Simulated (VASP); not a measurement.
# Sc (Fm-3m) in VASP: notebook

The runs below take Sc through single point, with PBEsol.

All numbers are computed with VASP 6.6.1; they aren't measurements. Logs are shortened: lines on timing, memory, paths and dates and some standing lists are left out, and cuts for length are marked.

## Step 1: The cell of the first run

The structure is cubic, space group Fm-3m (No. 225). The conventional cell has a = 4.552 Å, b = 4.552 Å, c = 4.552 Å, α = 90.00°, β = 90.00°, γ = 90.00°. Sc (site symmetry m-3m) has 12 Sc at 3.22 Å within 4.2 Å.

This isn't the form of Sc at room conditions, which is hcp.

## Step 2: Single point, PBEsol

The input, INCAR:

```
SYSTEM = Sc
ALGO = Normal
EDIFF = 1E-7
ENCUT = 520
GGA = PS
ISIF = 2
ISMEAR = -1
LASPH = .TRUE.
LCHARG = .TRUE.
LELF = .TRUE.
LREAL = .FALSE.
LVHAR = .TRUE.
LWAVE = .FALSE.
NBANDS = 18
NELM = 60
PREC = Accurate
SIGMA = 0.05
```

The input, KPOINTS:

```
k-points
0
G
  13 13 9
  0 0 0
```

The input, POSCAR:

```
Sc
1.0
    2.2759444029      2.2759444029      0.0000000000
   -2.2759444029      2.2759444029      0.0000000000
    0.0000000000      0.0000000000      4.5518888058
Sc
2
Direct
    0.0000000000      0.0000000000      0.0000000000
    0.5000000000      0.5000000000      0.5000000000
```

Potentials or basis: VASP PAW PBE potentials, release 64 (Sc_sv).

The run is started by

```
> cat potpaw_PBE.64/Sc_sv/POTCAR > POTCAR
> mpirun -np 1 vasp_std > vasp.out
```

OUTCAR:

```text
SYSTEM = Sc
   EDIFF = 1E-7
   ENCUT = 520
   GGA = PS
   ISIF = 2
   ISMEAR = -1
   LASPH = .TRUE.
   LREAL = .FALSE.
   NELM = 60
   PREC = Accurate

 ion  position               nearest neighbor table
   1  0.000  0.000  0.000-   2 3.22   2 3.22   2 3.22   2 3.22   2 3.22   2 3.22   2 3.22   2 3.22

   2  0.500  0.500  0.500-   1 3.22   1 3.22   1 3.22   1 3.22   1 3.22   1 3.22   1 3.22   1 3.22

  LATTYP: Found a simple tetragonal cell.
 ALAT       =     3.2186714418
 C/A-ratio  =     1.4142135624

  Lattice vectors:

 A1 = (   2.2759444029,   2.2759444029,   0.0000000000)
 A2 = (  -2.2759444029,   2.2759444029,   0.0000000000)
 A3 = (   0.0000000000,   0.0000000000,   4.5518888058)

Analysis of symmetry for initial positions (statically):
=====================================================================
 Subroutine PRICEL returns following result:

  LATTYP: Found a face centered cubic cell.
 ALAT       =     4.5518888058

  Lattice vectors:

 A1 = (   0.0000000000,  -2.2759444029,  -2.2759444029)
 A2 = (   2.2759444029,   0.0000000000,  -2.2759444029)
 A3 = (   2.2759444029,  -2.2759444029,  -0.0000000000)

   2 primitive cells build up your supercell.

 Routine SETGRP: Setting up the symmetry group for a
 simple tetragonal supercell.

 Subroutine GETGRP returns: Found 16 space group operations
 (whereof 16 operations were pure point group operations)
 out of a pool of 16 trial point group operations.

The static configuration has the point symmetry D_4h.

Analysis of symmetry for dynamics (positions and initial velocities):
=====================================================================
 Subroutine PRICEL returns following result:

  LATTYP: Found a face centered cubic cell.
 ALAT       =     4.5518888058

  Lattice vectors:

 A1 = (   0.0000000000,  -2.2759444029,  -2.2759444029)
 A2 = (   2.2759444029,   0.0000000000,  -2.2759444029)
 A3 = (   2.2759444029,  -2.2759444029,  -0.0000000000)

   2 primitive cells build up your supercell.

 Routine SETGRP: Setting up the symmetry group for a
 simple tetragonal supercell.

 Subroutine GETGRP returns: Found 16 space group operations
 (whereof 16 operations were pure point group operations)
 out of a pool of 16 trial point group operations.

The dynamic configuration has the point symmetry D_4h.

 Subroutine INISYM returns: Found 16 space group operations
 (whereof 16 operations are pure point group operations),
 and found     2 'primitive' translations

----------------------------------------------------------------------------------------

                                     Primitive cell

  volume of cell :      23.5784

  direct lattice vectors                    reciprocal lattice vectors
     0.000000000 -2.275944403 -2.275944403    -0.219689022 -0.219689022 -0.219689022
     2.275944403  0.000000000 -2.275944403     0.219689022  0.219689022 -0.219689022
     2.275944403 -2.275944403 -0.000000000     0.219689022 -0.219689022  0.219689022

  length of vectors
     3.218671442  3.218671442  3.218671442     0.380512548  0.380512548  0.380512548

  position of ions in fractional coordinates (direct lattice)
     0.000000000  0.000000000  0.000000000

  ion indices of the primitive-cell ions
   primitive index   ion index
                 1           1

----------------------------------------------------------------------------------------

 KPOINTS: k-points

Automatic generation of k-mesh.
 Grid dimensions read from file:
 generate k-points for:   13   13    9

 Generating k-lattice:

  Cartesian coordinates                     Fractional coordinates (reciprocal lattice)
     0.016899156  0.016899156  0.000000000     0.076923077  0.000000000  0.000000000
    -0.016899156  0.016899156  0.000000000     0.000000000  0.076923077  0.000000000
     0.000000000  0.000000000  0.024409891     0.000000000  0.000000000  0.111111111

  Length of vectors
     0.023899015  0.023899015  0.024409891

  Shift w.r.t. Gamma in fractional coordinates (k-lattice)
     0.000000000  0.000000000  0.000000000

 Subroutine IBZKPT returns following result:
 ===========================================

 Found    140 irreducible k-points:

 Following reciprocal coordinates:
            Coordinates               Weight
  0.000000  0.000000  0.000000      1.000000
  0.076923  0.000000  0.000000      4.000000
  0.153846  0.000000  0.000000      4.000000
  0.230769  0.000000  0.000000      4.000000
  0.307692  0.000000  0.000000      4.000000
  0.384615  0.000000  0.000000      4.000000
[... 16 lines left out ...]
  0.307692  0.307692  0.000000      4.000000
  0.384615  0.307692  0.000000      8.000000
 [... further k-points ...]
   k-points           NKPTS =    140   k-points in BZ     NKDIM =    140   number of bands    NBANDS=     18
   number of dos      NEDOS =    301   number of ions     NIONS =      2
   total plane-waves  NPLWV =  20736
   dimension x,y,z NGX =    24 NGY =   24 NGZ =   36
   dimension x,y,z NGXF=    48 NGYF=   48 NGZF=   72
   ions per type =               2
   NGX,Y,Z   is equivalent  to a cutoff of  12.40, 12.40, 13.15 a.u.
   NGXF,Y,Z  is equivalent  to a cutoff of  24.79, 24.79, 26.30 a.u.
 SYSTEM =  Sc
   PREC   = accura    normal or accurate (medium, high low for compatibility)
   ISTART =      0    job   : 0-new  1-cont  2-samecut
   ICHARG =      2    charge: 1-file 2-atom 10-const
   ISPIN  =      1    spin polarized calculation?
   LNONCOLLINEAR =      F non collinear calculations
   LSORBIT =      F    spin-orbit coupling
   LASPH  =      T    aspherical Exc in radial PAW
   ENCUT  =  520.0 eV  38.22 Ry    6.18 a.u.   5.98  5.98  8.46*2*pi/ulx,y,z
   NELM   =     60;   NELMIN=  2; NELMDL= -5     # of ELM steps
   EDIFF  = 0.1E-06   stopping-criterion for ELM
   LREAL  =      F    real-space projection
   EDIFFG = 0.1E-05   stopping-criterion for IOM
   NSW    =      0    number of steps for IOM
   IBRION =     -1    ionic relax: 0-MD 1-quasi-New 2-CG
   NFREE  =      0    steps in history (QN), initial steepest desc. (CG)
   ISIF   =      2    stress and relaxation
   ISYM   =      2    0-nonsym 1-usesym 2-fastsym
   POTIM  = 0.5000    time-step for ionic-motion
   TEBEG  =    0.0;   TEEND  =   0.0 temperature during run
   PSTRESS=    0.0 pullay stress
   NELECT =      22.0000    total number of electrons
   NUPDOWN=      -1.0000    fix difference up-down
   EMIN   =  10.00;   EMAX   =-10.00  energy-range for DOS
   EFERMI =   0.00;   METHOD = LEGACY
   ISMEAR =    -1;   SIGMA  =   0.05  broadening in eV -4-tet -1-fermi 0-gaus
   EFERMI_NEDOS =   21; number of points for ismear=-14 and -15
   IALGO  =     38    algorithm
   IMIX   =      4    mixing-type and parameters
     AMIX     =   0.40;   BMIX     =  1.00
     AMIX_MAG =   1.60;   BMIX_MAG =  1.00
  volume/ion in A,a.u.               =      23.58       159.12
  Fermi-wavevector in a.u.,A,eV,Ry     =   1.269699  2.399383 21.934433  1.612135
  Thomas-Fermi vector in A             =   2.402726
   LORBIT       =      0    0 simple, 1 ext, 2 COOP (PROOUT), +10 PAW based schemes
   GGA     = PS    functional components
   LHFCALC =     F    Hartree Fock is set to
   AEXX    =    0.0000 exact exchange contribution
   IVDW    =     0    specifies the selected vdW correction
   LEPSILON=     F    determine dielectric tensor
   LRPA    =     F    only Hartree local field effects (RPA)
 non-spin polarized calculation
  energy-cutoff  :      520.00
  volume of cell :       47.16
 maximum number of plane-waves:      1290
 NGX is ok and might be reduce to    24
   NGX = 11   NGY = 11   NGZ = 17

 number of electron      22.0000009 magnetization

 Free energy of the ion-electron system (eV)
  ---------------------------------------------------
  ext. energy  EPLUGINS =         0.00000000
  ---------------------------------------------------
  free energy    TOTEN  =       -13.13432286 eV

  energy without entropy =      -13.10503178  energy(sigma->0) =      -13.11967732

 E-fermi :   3.8981     XC(G=0): -10.1698

 val. band max:        3.8959614132   @ k =   0.4615   0.1538   0.4444
 cond. band min:       3.9000651635   @ k =   0.4615   0.1538   0.2222
 fundamental gap:      0.0041037503
 Fermi energy:         3.8981109949

 k-point     1 :       0.0000    0.0000    0.0000
  band No.  band energies     occupation
      1     -45.2055      2.00000
      2     -45.1082      2.00000
      3     -24.1168      2.00000
      4     -23.8461      2.00000
      5     -23.8461      2.00000
      6     -23.6810      2.00000
[... 10 lines left out ...]
     17       7.0028      0.00000
     18       7.9580      0.00000

 k-point     2 :       0.0769    0.0000    0.0000
  band No.  band energies     occupation
      1     -45.2027      2.00000
      2     -45.1082      2.00000
      3     -24.1091      2.00000
      4     -23.8583      2.00000
      5     -23.8425      2.00000
      6     -23.6984      2.00000
[... 10 lines left out ...]
     17       7.0018      0.00000
     18       7.8231      0.00000

 k-point     3 :       0.1538    0.0000    0.0000
  band No.  band energies     occupation
      1     -45.1947      2.00000
      2     -45.1085      2.00000
      3     -24.0866      2.00000
      4     -23.8914      2.00000
      5     -23.8321      2.00000
      6     -23.7464      2.00000
[... 10 lines left out ...]
     17       7.0232      0.00000
     18       7.4945      0.00000

 k-point     4 :       0.2308    0.0000    0.0000
  band No.  band energies     occupation
      1     -45.1826      2.00000
      2     -45.1096      2.00000
      3     -24.0513      2.00000
      4     -23.9365      2.00000
      5     -23.8160      2.00000
      6     -23.8148      2.00000
[... 375 lines left out ...]
      4     -24.0329      2.00000
      5     -23.8818      2.00000
      6     -23.8422      2.00000
[... 10 lines left out ...]
     17       7.3190      0.00000
     18       7.6482      0.00000

 k-point    23 :       0.3077    0.3077    0.0000
  band No.  band energies     occupation
      1     -45.1397      2.00000
      2     -45.1081      2.00000
      3     -24.0308      2.00000
      4     -23.9846      2.00000
      5     -23.9344      2.00000
      6     -23.8516      2.00000
[... 10 lines left out ...]
     17       6.9672      0.00000
     18       7.6284      0.00000

 k-point    24 :       0.3846    0.3077    0.0000
  band No.  band energies     occupation
      1     -45.1289      2.00000
      2     -45.1092      2.00000
      3     -24.0583      2.00000
      4     -24.0299      2.00000
      5     -23.9026      2.00000
      6     -23.8459      2.00000
[... 10 lines left out ...]
     17       7.3033      0.00000
     18       7.8200      0.00000

 [... further k-points ...]

------------------------ aborting loop because EDIFF is reached ----------------------------------------

  FORCE on cell =-STRESS in cart. coord.  units (eV):
  Direction    XX          YY          ZZ          XY          YZ          ZX
  --------------------------------------------------------------------------------------
  -------------------------------------------------------------------------------------
  Total        0.0141370      0.0141370     -0.0001191      0.0000000      0.0000000      0.0000000
  in kB        0.4803126      0.4803126     -0.0040458      0.0000000      0.0000000      0.0000000
  external PRESSURE =       0.3188598 kB  Pullay stress =       0.0000000 kB

 VOLUME and BASIS-vectors are now :
 -----------------------------------------------------------------------------
  energy-cutoff  :      520.00
  volume of cell :       47.16
      direct lattice vectors                 reciprocal lattice vectors
     2.275944403  2.275944403  0.000000000     0.219689022  0.219689022  0.000000000
    -2.275944403  2.275944403  0.000000000    -0.219689022  0.219689022  0.000000000
     0.000000000  0.000000000  4.551888806     0.000000000  0.000000000  0.219689022

 POSITION                                       TOTAL-FORCE (eV/Angst)
 -----------------------------------------------------------------------------------
      0.00000      0.00000      0.00000        -0.000000      0.000000     -0.000000
      0.00000      2.27594      2.27594         0.000000     -0.000000      0.000000
 -----------------------------------------------------------------------------------
    total drift:                               -0.000000      0.000000     -0.000000

  FREE ENERGIE OF THE ION-ELECTRON SYSTEM (eV)
  ---------------------------------------------------
  free  energy   TOTEN  =       -13.1343228637 eV

  energy  without entropy=      -13.1050317827  energy(sigma->0) =      -13.11967732
```

It took 30 s on 1 thread of Intel Xeon 6975P-C (Granite Rapids), shared host; peak memory 0.22 GiB.

Results:

```
Free energy            : -13.1343 eV
Pressure               : 0.0 GPa
Band gap on the k mesh : zero (bands 11 and 12 overlap by 1.02 eV)
```

Levels at points of the mesh, in eV from the Fermi level:
| k point | band 8 | band 9 | band 10 | band 11 | band 12 | band 13 | band 14 | band 15 |
| --- | --- | --- | --- | --- | --- | --- | --- | --- |
| (0.00, 0.00, 0.00) | -27.58 | -5.28 | -1.62 | -0.70 | 1.64 | 1.64 | 1.64 | 2.07 |

Caveat: the PAW data sets were made with another functional, which shifts forces and pressure a little.

## Step 3: Single point, PBEsol

The input, INCAR:

```
PREC = Accurate
ENCUT = 520
EDIFF = 1E-6
ISMEAR = -1
SIGMA = 0.05
LREAL = F
LASPH = T
NELM = 100
ALGO = Normal
ISIF = 2
LWAVE = F
LCHARG = F
GGA = PS
NBANDS = 18
```

The input, KPOINTS:

```
Automatic mesh
0
Gamma
  13 13 9
```

POSCAR is that of step 2.

Potentials or basis: VASP PAW PBE potentials, release 64 (Sc_sv).

The run is started by

```
> cat potpaw_PBE.64/Sc_sv/POTCAR > POTCAR
> mpirun -np 1 vasp_std > vasp.out
```

It took 33 s on 1 thread of Intel Xeon 6975P-C (Granite Rapids), shared host; peak memory 0.22 GiB.

Results (log left out):

* Free energy: -13.1343 eV
* Pressure: 0.0 GPa
* Band gap on the k mesh: zero (bands 11 and 12 overlap by 1.02 eV)

Levels at points of the mesh, in eV from the Fermi level:
```tsv
k point	band 9	band 10	band 11	band 12	band 13	band 14
(0.00, 0.00, 0.00)	-5.28	-1.62	-0.70	1.64	1.64	1.64
```

Caveat: the PAW data sets were made with another functional, which shifts forces and pressure a little.
